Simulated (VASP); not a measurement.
# Yb (Pm-3m) in VASP: a series of runs

Runs on Yb. Level: r2SCAN. Tasks: single point, relaxation of cell and atoms.

All numbers are computed with VASP 6.6.1; they aren't measurements. Logs are shortened: lines on timing, memory, paths and dates and some standing lists are left out, and cuts for length are marked.

**1. The cell of the first run**

The structure is cubic, space group Pm-3m (No. 221). Conventional cell: a = 3.292 Å, b = 3.292 Å, c = 3.292 Å, α = 90.00°, β = 90.00°, γ = 90.00°. Yb (site symmetry m-3m) has 6 Yb at 3.29 Å within 4.3 Å.

This isn't the form of Yb at room conditions, which is fcc.

**2. Single point, r2SCAN**

Contents of POSCAR:

```
Yb
1.0
    3.2923902542      0.0000000000      0.0000000000
    0.0000000000      3.2923902542      0.0000000000
    0.0000000000      0.0000000000      3.2923902542
Yb
1
Direct
    0.0000000000      0.0000000000      0.0000000000
```

Contents of INCAR.step1:

```
  PREC = Accurate
  ENCUT = 520
  ISMEAR = -1
  SIGMA = 0.1
  LREAL = F
  LASPH = T
  NELM = 60
  NBANDS = 18
  GGA = PE
  ALGO = Normal
  EDIFF = 1E-4
  LWAVE = T
  LCHARG = F
```

Contents of INCAR.step2:

```
  PREC = Accurate
  ENCUT = 520
  EDIFF = 1E-6
  ISMEAR = -1
  SIGMA = 0.1
  LREAL = F
  LASPH = T
  NELM = 60
  ALGO = Normal
  ISIF = 2
  LWAVE = F
  LCHARG = T
  METAGGA = R2SCAN
  LMIXTAU = T
  LELF = T
  LVHAR = T
  NBANDS = 18
  ISTART = 1
```

Contents of KPOINTS:

```
Automatic mesh
0
Gamma
  16 16 16
```

Potentials or basis: VASP PAW PBE potentials, release 64 (Yb).

The run is started by

```
$ cat potpaw_PBE.64/Yb/POTCAR > POTCAR
$ cp INCAR.step1 INCAR
$ mpirun -np 1 vasp_std > vasp.out
$ cp INCAR.step2 INCAR
$ mpirun -np 1 vasp_std > vasp.out
```

OUTCAR:

```text
PREC = Accurate
   ENCUT = 520
   EDIFF = 1E-6
   ISMEAR = -1
   LREAL = F
   LASPH = T
   NELM = 60
   ISIF = 2
   METAGGA = R2SCAN
   ISTART = 1

 ion  position               nearest neighbor table
   1  0.000  0.000  0.000-

  LATTYP: Found a simple cubic cell.
 ALAT       =     3.2923902542

  Lattice vectors:

 A1 = (   3.2923902542,   0.0000000000,   0.0000000000)
 A2 = (   0.0000000000,   3.2923902542,   0.0000000000)
 A3 = (   0.0000000000,   0.0000000000,   3.2923902542)

Analysis of symmetry for initial positions (statically):
=====================================================================
 Subroutine PRICEL returns:
 Original cell was already a primitive cell.

 Routine SETGRP: Setting up the symmetry group for a
 simple cubic supercell.

 Subroutine GETGRP returns: Found 48 space group operations
 (whereof 48 operations were pure point group operations)
 out of a pool of 48 trial point group operations.

The static configuration has the point symmetry O_h .

Analysis of symmetry for dynamics (positions and initial velocities):
=====================================================================
 Subroutine PRICEL returns:
 Original cell was already a primitive cell.

 Routine SETGRP: Setting up the symmetry group for a
 simple cubic supercell.

 Subroutine GETGRP returns: Found 48 space group operations
 (whereof 48 operations were pure point group operations)
 out of a pool of 48 trial point group operations.

The dynamic configuration has the point symmetry O_h .

 Subroutine INISYM returns: Found 48 space group operations
 (whereof 48 operations are pure point group operations),
 and found     1 'primitive' translations

----------------------------------------------------------------------------------------

                                     Primitive cell

  volume of cell :      35.6890

  direct lattice vectors                    reciprocal lattice vectors
     3.292390254  0.000000000  0.000000000     0.303730701  0.000000000  0.000000000
     0.000000000  3.292390254  0.000000000     0.000000000  0.303730701  0.000000000
     0.000000000  0.000000000  3.292390254     0.000000000  0.000000000  0.303730701

  length of vectors
     3.292390254  3.292390254  3.292390254     0.303730701  0.303730701  0.303730701

  position of ions in fractional coordinates (direct lattice)
     0.000000000  0.000000000  0.000000000

  ion indices of the primitive-cell ions
   primitive index   ion index
                 1           1

----------------------------------------------------------------------------------------

 KPOINTS: Automatic mesh

Automatic generation of k-mesh.
 Grid dimensions read from file:
 generate k-points for:   16   16   16

 Generating k-lattice:

  Cartesian coordinates                     Fractional coordinates (reciprocal lattice)
     0.018983169  0.000000000  0.000000000     0.062500000  0.000000000  0.000000000
     0.000000000  0.018983169  0.000000000     0.000000000  0.062500000  0.000000000
     0.000000000  0.000000000  0.018983169     0.000000000  0.000000000  0.062500000

  Length of vectors
     0.018983169  0.018983169  0.018983169

  Shift w.r.t. Gamma in fractional coordinates (k-lattice)
     0.000000000  0.000000000  0.000000000

 Subroutine IBZKPT returns following result:
 ===========================================

 Found    165 irreducible k-points:

 Following reciprocal coordinates:
            Coordinates               Weight
  0.000000  0.000000  0.000000      1.000000
  0.062500  0.000000  0.000000      6.000000
  0.125000  0.000000  0.000000      6.000000
  0.187500  0.000000  0.000000      6.000000
  0.250000  0.000000  0.000000      6.000000
  0.312500  0.000000  0.000000      6.000000
[... 16 lines left out ...]
  0.437500  0.125000  0.000000     24.000000
  0.500000  0.125000  0.000000     12.000000
 [... further k-points ...]
   k-points           NKPTS =    165   k-points in BZ     NKDIM =    165   number of bands    NBANDS=     18
   number of dos      NEDOS =    301   number of ions     NIONS =      1
   total plane-waves  NPLWV =  13824
   dimension x,y,z NGX =    24 NGY =   24 NGZ =   24
   dimension x,y,z NGXF=    48 NGYF=   48 NGZF=   48
   ions per type =               1
   NGX,Y,Z   is equivalent  to a cutoff of  12.12, 12.12, 12.12 a.u.
   NGXF,Y,Z  is equivalent  to a cutoff of  24.24, 24.24, 24.24 a.u.
 SYSTEM =  unknown system
   PREC   = accura    normal or accurate (medium, high low for compatibility)
   ISTART =      1    job   : 0-new  1-cont  2-samecut
   ICHARG =      0    charge: 1-file 2-atom 10-const
   ISPIN  =      1    spin polarized calculation?
   LNONCOLLINEAR =      F non collinear calculations
   LSORBIT =      F    spin-orbit coupling
   LASPH  =      T    aspherical Exc in radial PAW
   ENCUT  =  520.0 eV  38.22 Ry    6.18 a.u.   6.12  6.12  6.12*2*pi/ulx,y,z
   NELM   =     60;   NELMIN=  2; NELMDL=  0     # of ELM steps
   EDIFF  = 0.1E-05   stopping-criterion for ELM
   LREAL  =      F    real-space projection
[... 7 lines left out ...]
   TEBEG  =    0.0;   TEEND  =   0.0 temperature during run
   PSTRESS=    0.0 pullay stress
   NELECT =      24.0000    total number of electrons
   NUPDOWN=      -1.0000    fix difference up-down
   EMIN   =  10.00;   EMAX   =-10.00  energy-range for DOS
   EFERMI =   0.00;   METHOD = LEGACY
   ISMEAR =    -1;   SIGMA  =   0.10  broadening in eV -4-tet -1-fermi 0-gaus
   EFERMI_NEDOS =   21; number of points for ismear=-14 and -15
   IALGO  =     38    algorithm
   IMIX   =      4    mixing-type and parameters
     AMIX     =   0.40;   BMIX     =  1.00
     AMIX_MAG =   1.60;   BMIX_MAG =  1.00
  volume/ion in A,a.u.               =      35.69       240.84
  Fermi-wavevector in a.u.,A,eV,Ry     =   1.434280  2.710396 27.989348  2.057159
  Thomas-Fermi vector in A             =   2.553706
   LORBIT       =      0    0 simple, 1 ext, 2 COOP (PROOUT), +10 PAW based schemes
   METAGGA = R2SCAN    functional components
   LHFCALC =     F    Hartree Fock is set to
   AEXX    =    0.0000 exact exchange contribution
   IVDW    =     0    specifies the selected vdW correction
   LEPSILON=     F    determine dielectric tensor
   LRPA    =     F    only Hartree local field effects (RPA)
 non-spin polarized calculation
  energy-cutoff  :      520.00
  volume of cell :       35.69
 maximum number of plane-waves:       976
   NGX = 13   NGY = 13   NGZ = 13

 number of electron      23.9999983 magnetization

 Free energy of the ion-electron system (eV)
  ---------------------------------------------------
  ext. energy  EPLUGINS =         0.00000000
  ---------------------------------------------------
  free energy    TOTEN  =       -35.07296408 eV

  energy without entropy =      -34.99490104  energy(sigma->0) =      -35.03393256

 E-fermi :   1.4346     XC(G=0): -10.1159

 val. band max:        1.4163481827   @ k =   0.4375   0.3750   0.3750
 cond. band min:       1.4360306542   @ k =   0.5000   0.2500   0.1250
 fundamental gap:      0.0196824715
 Fermi energy:         1.4345617432

 k-point     1 :       0.0000    0.0000    0.0000
  band No.  band energies     occupation
      1     -52.1307      2.00000
      2     -23.6405      2.00000
      3     -23.6405      2.00000
      4     -23.6405      2.00000
      5      -3.7047      2.00000
      6       0.9101      1.98950
[... 10 lines left out ...]
     17       8.6956      0.00000
     18      12.3701      0.00000

 k-point     2 :       0.0625    0.0000    0.0000
  band No.  band energies     occupation
      1     -52.1296      2.00000
      2     -23.6619      2.00000
      3     -23.6387      2.00000
      4     -23.6387      2.00000
      5      -3.6247      2.00000
      6       0.9058      1.98994
[... 10 lines left out ...]
     17       8.7073      0.00000
     18      11.8987      0.00000

 k-point     3 :       0.1250    0.0000    0.0000
  band No.  band energies     occupation
      1     -52.1267      2.00000
      2     -23.7225      2.00000
      3     -23.6335      2.00000
      4     -23.6335      2.00000
      5      -3.3904      2.00000
      6       0.8943      1.99103
[... 10 lines left out ...]
     17       8.7407      0.00000
     18      10.9934      0.00000

 k-point     4 :       0.1875    0.0000    0.0000
  band No.  band energies     occupation
      1     -52.1223      2.00000
      2     -23.8118      2.00000
      3     -23.6256      2.00000
      4     -23.6256      2.00000
      5      -3.0174      2.00000
      6       0.8729      1.99275
[... 10 lines left out ...]
     17       8.7914      0.00000
     18      10.1607      0.00000

 k-point     5 :       0.2500    0.0000    0.0000
  band No.  band energies     occupation
      1     -52.1170      2.00000
      2     -23.9153      2.00000
      3     -23.6164      2.00000
      4     -23.6164      2.00000
      5      -2.5290      2.00000
      6       0.8500      1.99423
[... 10 lines left out ...]
     17       8.8521      0.00000
     18       9.6388      0.00000

 k-point     6 :       0.3125    0.0000    0.0000
  band No.  band energies     occupation
      1     -52.1118      2.00000
      2     -24.0168      2.00000
      3     -23.6071      2.00000
      4     -23.6071      2.00000
      5      -1.9540      2.00000
      6       0.8286      1.99534
[... 307 lines left out ...]
 k-point    21 :       0.3125    0.1250    0.0000
  band No.  band energies     occupation
      1     -52.1078      2.00000
      2     -24.0070      2.00000
      3     -23.6859      2.00000
      4     -23.6003      2.00000
      5      -1.6662      2.00000
      6       0.8319      1.99518
[... 10 lines left out ...]
     17       8.3624      0.00000
     18      10.0183      0.00000

 k-point    22 :       0.3750    0.1250    0.0000
  band No.  band energies     occupation
      1     -52.1034      2.00000
      2     -24.0910      2.00000
      3     -23.6773      2.00000
      4     -23.5925      2.00000
      5      -1.0466      2.00000
      6       0.8073      1.99623
[... 10 lines left out ...]
     17       8.4281      0.00000
     18      10.1298      0.00000

 k-point    23 :       0.4375    0.1250    0.0000
  band No.  band energies     occupation
      1     -52.1004      2.00000
      2     -24.1464      2.00000
      3     -23.6716      2.00000
      4     -23.5873      2.00000
      5      -0.4314      2.00000
      6       0.7572      1.99772
[... 10 lines left out ...]
     17       8.4737      0.00000
     18      10.4802      0.00000

 k-point    24 :       0.5000    0.1250    0.0000
  band No.  band energies     occupation
      1     -52.0994      2.00000
      2     -24.1657      2.00000
      3     -23.6696      2.00000
      4     -23.5854      2.00000
      5      -0.0695      2.00000
      6       0.6682      1.99906
[... 10 lines left out ...]
     17       8.4900      0.00000
     18      10.6845      0.00000

 [... further k-points ...]
[... 5 lines left out ...]
  --------------------------------------------------------------------------------------
  -------------------------------------------------------------------------------------
  Total       -0.0209099     -0.0209099     -0.0209099      0.0000000      0.0000000     -0.0000000
  in kB       -0.9387045     -0.9387045     -0.9387045      0.0000000      0.0000000     -0.0000000
  external PRESSURE =      -0.9387045 kB  Pullay stress =       0.0000000 kB

 VOLUME and BASIS-vectors are now :
 -----------------------------------------------------------------------------
  energy-cutoff  :      520.00
  volume of cell :       35.69
      direct lattice vectors                 reciprocal lattice vectors
     3.292390254  0.000000000  0.000000000     0.303730701  0.000000000  0.000000000
     0.000000000  3.292390254  0.000000000     0.000000000  0.303730701  0.000000000
     0.000000000  0.000000000  3.292390254     0.000000000  0.000000000  0.303730701

 POSITION                                       TOTAL-FORCE (eV/Angst)
 -----------------------------------------------------------------------------------
      0.00000      0.00000      0.00000         0.000000      0.000000      0.000000
 -----------------------------------------------------------------------------------
    total drift:                                0.000000      0.000000      0.000000

  FREE ENERGIE OF THE ION-ELECTRON SYSTEM (eV)
  ---------------------------------------------------
  free  energy   TOTEN  =       -35.0729640842 eV

  energy  without entropy=      -34.9949010424  energy(sigma->0) =      -35.03393256
```

Run time: 3.1 min. Hardware: 1 thread of Intel Xeon 6975P-C (Granite Rapids), shared host; peak memory 0.24 GiB.

Results:

```
Free energy            : -35.0730 eV
Pressure               : -0.1 GPa
Band gap on the k mesh : zero (bands 12 and 13 overlap by 0.68 eV)
```

Levels at points of the mesh, in eV from the Fermi level:
| k point | band 8 | band 9 | band 10 | band 11 | band 12 | band 13 | band 14 | band 15 | band 16 | band 17 |
| --- | --- | --- | --- | --- | --- | --- | --- | --- | --- | --- |
| (0.00, 0.00, 0.00) | -0.52 | -0.51 | -0.51 | -0.51 | -0.45 | 0.75 | 0.75 | 7.26 | 7.26 | 7.26 |
| (0.50, 0.00, 0.00) | -0.51 | -0.51 | -0.47 | -0.42 | -0.42 | -0.16 | 1.64 | 4.30 | 4.30 | 7.58 |
| (0.50, 0.50, 0.00) | -0.51 | -0.51 | -0.51 | -0.42 | -0.42 | 0.99 | 3.65 | 3.65 | 5.00 | 5.00 |
| (0.50, 0.50, 0.50) | -0.55 | -0.43 | -0.43 | -0.43 | 0.34 | 0.34 | 0.34 | 6.18 | 8.30 | 8.30 |

Caveat: the PAW data sets were made with another functional, which shifts forces and pressure a little; spin-orbit coupling is left out, which moves the levels of the heavy elements. Spin polarisation is off, so any magnetic state and its effect on volume and gap are missing.

**3. Relaxation of cell and atoms, r2SCAN**

This run uses another cell than the first one, of 44.58 Å³/atom.

Contents of POSCAR:

```
Yb
1.0
    3.5458978789      0.0000000000      0.0000000000
    0.0000000000      3.5458978789      0.0000000000
    0.0000000000      0.0000000000      3.5458978789
Yb
1
Direct
    0.0000000000      0.0000000000      0.0000000000
```

Contents of INCAR.step1:

```
PREC = Accurate
ENCUT = 600
ISMEAR = -1
SIGMA = 0.1
LREAL = False
LASPH = True
NELM = 60
GGA = PE
ALGO = Normal
EDIFF = 1E-4
LWAVE = True
LCHARG = False
```

Contents of INCAR.step2:

```
PREC = Accurate
ENCUT = 600
EDIFF = 1E-7
ISMEAR = -1
SIGMA = 0.1
LREAL = False
LASPH = True
NELM = 60
ALGO = Normal
ISIF = 3
LWAVE = False
LCHARG = False
METAGGA = R2SCAN
LMIXTAU = True
IBRION = 2
NSW = 80
EDIFFG = -0.01
ISTART = 1
```

Contents of KPOINTS:

```
Automatic mesh
0
Gamma
  9 9 9
```

Potentials or basis: VASP PAW PBE potentials, release 64 (Yb).

The run is started by

```
$ cat potpaw_PBE.64/Yb/POTCAR > POTCAR
$ cp INCAR.step1 INCAR
$ mpirun -np 1 vasp_std > vasp.out
$ cp INCAR.step2 INCAR
$ mpirun -np 1 vasp_std > vasp.out
```

Wall time 7.2 min (1 thread of Intel Xeon 6975P-C (Granite Rapids), shared host); peak memory 0.21 GiB.

Results (log left out):

```yaml
Free_energy: -35.0728 eV
Relaxed_volume: 35.02 Å³/atom
Relaxed_cell: a = 3.272 Å, b = 3.272 Å, c = 3.272 Å, α = 90.00°, β = 90.00°, γ = 90.00°
Space_group_after_relaxing_to_0.1_Å: Pm-3m (No. 221)
Energy_gained_by_relaxing: 77.8 meV/atom
Ionic_steps: 4
Pressure_after_relaxing: 0.0 GPa
Band_gap_on_the_k_mesh: zero (bands 12 and 13 overlap by 0.22 eV)
```

The path:
```
step  energy change (eV)  largest force (eV/Å)  pressure (GPa)  volume (Å³)
   1              0.0000                0.0000           -2.19        44.58
   2             -0.0466                0.0000           -1.67        40.77
   3             -0.0759                0.0000           -0.47        36.42
   4             -0.0778                0.0000           -0.01        35.02
```

Final structure:
```
Yb
1.0
     3.27167    0.00000    0.00000
     0.00000    3.27167    0.00000
     0.00000    0.00000    3.27167
Yb
1
Direct
  0.00000 0.00000 0.00000
```

Levels at points of the mesh, in eV from the Fermi level:
| k point | band 9 | band 10 | band 11 | band 12 | band 13 | band 14 | band 15 | band 16 |
| --- | --- | --- | --- | --- | --- | --- | --- | --- |
| (0.00, 0.00, 0.00) | -0.52 | -0.52 | -0.52 | -0.46 | 0.72 | 0.72 | 7.35 | 7.35 |

Caveat: the volume moved by over 15 % at a fixed basis, so the end points are rough; the PAW data sets were made with another functional, which shifts forces and pressure a little; spin-orbit coupling is left out, which moves the levels of the heavy elements. Spin polarisation is off, so any magnetic state and its effect on volume and gap are missing.

**4. Single point, r2SCAN, non-collinear spin, zero start, spin-orbit coupling**

Contents of POSCAR:

```
Yb
1.0
    3.2923902542      0.0000000000      0.0000000000
    0.0000000000      3.2923902542      0.0000000000
    0.0000000000      0.0000000000      3.2923902542
Yb
1
Direct
    0.0000000000      0.0000000000      0.0000000000
```

Contents of INCAR.step1:

```
PREC = Accurate
ENCUT = 520
ISMEAR = -1
SIGMA = 0.1
LREAL = F
LASPH = T
NELM = 150
MAGMOM = 0 0 0
LSORBIT = T
GGA_COMPAT = F
LMAXMIX = 6
NBANDS = 35
GGA = PE
ALGO = Normal
EDIFF = 1E-4
LWAVE = T
LCHARG = F
```

Contents of INCAR.step2:

```
PREC = Accurate
ENCUT = 520
EDIFF = 1E-6
ISMEAR = -1
SIGMA = 0.1
LREAL = F
LASPH = T
NELM = 150
ALGO = Normal
ISIF = 2
LWAVE = F
LCHARG = F
MAGMOM = 0 0 0
LORBIT = 11
LSORBIT = T
GGA_COMPAT = F
LORBMOM = T
LMAXMIX = 6
METAGGA = R2SCAN
LMIXTAU = T
NBANDS = 35
ISTART = 1
```

Contents of KPOINTS:

```
regular mesh
0
Gamma
  10 10 10
```

The run is started by

```
$ cat potpaw_PBE.64/Yb/POTCAR > POTCAR
$ cp INCAR.step1 INCAR
$ mpirun -np 1 vasp_ncl > vasp.out
$ cp INCAR.step2 INCAR
$ mpirun -np 1 vasp_ncl > vasp.out
```

Wall time 3.9 min (1 thread of Intel Xeon 6975P-C (Granite Rapids), shared host); peak memory 0.3 GiB.

Results (log left out):

```yaml
Free_energy: -35.9599 eV
Pressure: 0.3 GPa
Net_moment: 0.00 μB per cell
Valence_electrons_inside_the_program's_atomic_spheres: Yb 22.14
```

Moments on the atoms (μB; x, y, z):
```
Yb  0.00 0.00 0.00
```

Caveat: the PAW data sets were made with another functional, which shifts forces and pressure a little. The state reached can hang on the start; a lower one may exist.

**5. Overview**

| task | spin | cell | k mesh | cutoff (eV) | gap on the mesh (eV) | pressure (GPa) |
| --- | --- | --- | --- | --- | --- | --- |
| single point | off | a = 3.292 Å, 1 atom | 16 × 16 × 16 | 520 | none | -0.1 |
| relaxation of cell and atoms | off | relaxed from a = 3.546 Å, 1 atom | 9 × 9 × 9 | 600 | none | 0.0 |
| single point | non-collinear, zero start, SOC | a = 3.292 Å, 1 atom | 10 × 10 × 10 | 520 | - | 0.3 |

Alike in all rows: level r2SCAN; potentials or basis VASP PAW PBE potentials, release 64 (Yb); smearing fermi-dirac 0.1 eV.

Caveats: the PAW data sets were made with another functional, which shifts forces and pressure a little; spin-orbit coupling is left out, which moves the levels of the heavy elements (at least some runs); the volume moved by over 15 % at a fixed basis, so the end points are rough (at least some runs).

Absolute energies hang on the potentials; compare differences alone.

The gap in the log of VASP goes by the Fermi energy; the results here count the filled bands.